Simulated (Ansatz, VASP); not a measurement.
One calculation of Sn3C, two programs

```
Sn C
1.0
     9.32132    0.00000    0.00000
    -4.66066    8.07250    0.00000
     0.00000    0.00000    3.34241
Sn C
6 2
Direct
  0.21347 0.42694 0.25000
  0.57306 0.78653 0.25000
  0.21347 0.78653 0.25000
  0.78653 0.57306 0.75000
  0.42694 0.21347 0.75000
  0.78653 0.21347 0.75000
  0.33333 0.66667 0.75000
  0.66667 0.33333 0.25000
```

Change from the starting cell: species swapped into the ErI3 type (P6_3/mmc, No. 194).

Alike in both runs: task single point; functional PBE; k mesh 3 × 3 × 6; occupations gaussian, width 0.1 eV; no spin polarisation.

```csv
,VASP,Ansatz
version,VASP 6.6.1,Ansatz 0.2.0
potentials or method,"VASP PAW PBE potentials, release 64 (Sn_d, C), cutoff 520 eV","scalar-relativistic, plane waves, PAW"
valence electrons in the cell,92,92
```

```tsv
	VASP	Ansatz	Ansatz less VASP
gap on the k mesh at the Fermi level (eV)	none	none	-
pressure (GPa)	-6.0	-5.9	+0.02
traceless stress, the component that is largest in VASP (GPa)	0.45	0.45	+0.001
rms of the force components (eV/Å)	0.425	0.430	+0.0049
```

Atom by atom the forces differ by 0.005 eV/Å (rms over components). A gap of «none» marks a metal or a gap that the smearing closes.
